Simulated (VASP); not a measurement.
**AgBr: single point with LDA**

Crystal: AgBr.

```
Ag Br
1.0
     0.00000    2.85719    2.88605
     2.85719    0.00000    2.88605
     2.85719    2.85719    0.00000
Ag Br
1 1
Cartesian
  2.8572 2.8572 2.8861
  0.0000 0.0000 0.0000
```

This cell differs from its parent crystal: equal xx and yy strain of -1 %.

```json
{"Program": "VASP 6.6.1", "Task": "single point", "Functional": "LDA", "Potentials or basis": "VASP PAW LDA potentials, release 64 (Ag, Br)", "Cutoff": "500 eV", "k mesh": "7 × 7 × 7", "Occupations": "fermi-dirac, width 0.03 eV", "Spin": "no spin polarisation"}
```

* Pressure: -4.0 GPa
* Band gap on the k mesh: 0.46 eV (least direct gap 2.33 eV)

Stress tensor (GPa, compression positive):
```
-3.91  0.00  0.00
 0.00 -3.91  0.00
 0.00  0.00 -4.12
```

Levels at points of the mesh, in eV from the valence-band top:
```tsv
k point	band 5	band 6	band 7	band 8	band 9	band 10	band 11	band 12	band 13	band 14
(0.00, 0.00, 0.00)	-2.83	-2.83	-1.91	-1.91	-1.87	0.46	9.86	9.89	9.89	10.92
```

It took 58 s on 1 thread of Intel Xeon 8259CL, with other jobs on the host, peak memory 0.16 GiB.

Caveat: the cell differs from its parent crystal (equal xx and yy strain of -1 %); the cell stands under tension; an odd mesh through Γ misses points on the zone boundary, where band edges can lie.
